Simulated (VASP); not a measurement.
Runs of VASP 6.6.1 on Co. The structure is that of space group Fd-3m (No. 227), or close to it. The cells are those of the table. This isn't the form of Co at room conditions, which is hcp.

| cell | gap on the mesh (eV) | pressure (GPa) | moment (μB) |
| --- | --- | --- | --- |
| a = 4.425 Å, angles 60.0°, 6 atoms | none | 6.1 | 8.38 |
| a = 4.489 Å, angles 60.0°, 6 atoms | none | (b) | 8.75 |
| a = 4.550 Å, angles 60.0°, 6 atoms | none | -12.4 | 9.09 |
| a = 4.360 Å, angles 60.0°, 6 atoms | none | (a) | 8.01 |

Alike in all rows: task single point; level LDA; potentials or basis VASP PAW LDA potentials, release 64 (Co_sv); spin collinear, ferromagnetic start; k mesh 6 × 6 × 6; cutoff (eV) 690; smearing fermi-dirac 0.15 eV.

Q: Estimate the missing entries.

A: (a) 19.3; (b) -4.3.

Caveats: the cell stands under pressure (at least some runs); the cell stands under tension (at least some runs).

A gap of «none» marks levels without a gap at the run's occupations.
